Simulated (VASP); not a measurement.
Here is a VASP 6.6.1 calculation.

INCAR

```
SYSTEM = Pt
PREC = Accurate ; ENCUT = 570
EDIFF = 1E-7 ; ISMEAR = -1
SIGMA = 0.05 ; LREAL = .False.
LASPH = .True. ; NELM = 120
ALGO = Normal ; ISIF = 3
LWAVE = .False. ; LCHARG = .False.
GGA = B5 ; ALDAX = 1.0
AGGAX = 1.0 ; AGGAC = 1.0
ALDAC = 0.0 ; IBRION = 2
NSW = 60 ; EDIFFG = -0.01
GGA_COMPAT = .False. ; NELMIN = 4
```

Contents of KPOINTS:

```
Automatic mesh
0
Gamma
  12 12 12
  0 0 0
```

POSCAR

```
Pt
1.0
   -1.5842200000      1.5842200000      1.5842200000
    1.5842200000     -1.5842200000      1.5842200000
    1.5842200000      1.5842200000     -1.5842200000
Pt
1
Direct
    0.0000000000      0.0000000000      0.0000000000
```

Potentials or basis: VASP PAW PBE potentials, release 64 (Pt_sv_GW).

Launch:

```console
$ cat potpaw_PBE.64/Pt_sv_GW/POTCAR > POTCAR
$ mpirun -np 1 vasp_std > vasp.out
```

Question: Predict the relaxed cell.

Answer: a = 2.791 Å, b = 2.791 Å, c = 2.791 Å, α = 109.47°, β = 109.47°, γ = 109.47°.

Question: Predict the space group after relaxing (to 0.1 Å).

Answer: Im-3m (No. 229).

Question: Estimate the band gap on the k mesh.

Answer: Zero (bands 9 and 10 overlap by 1.95 eV).

The path:
| step | energy change (eV) | largest force (eV/Å) | pressure (GPa) | volume (Å³) |
| --- | --- | --- | --- | --- |
| 1 | 0.0000 | 0.0000 | 12.12 | 15.90 |
| 2 | 0.1008 | 0.0000 | -17.56 | 18.84 |
| 3 | -0.0300 | 0.0000 | -0.45 | 16.78 |
| 4 | -0.0301 | 0.0000 | -0.03 | 16.74 |

Caveat: the PAW data sets were made with another functional, which shifts forces and pressure a little; spin-orbit coupling is left out, which moves the levels of the heavy elements.
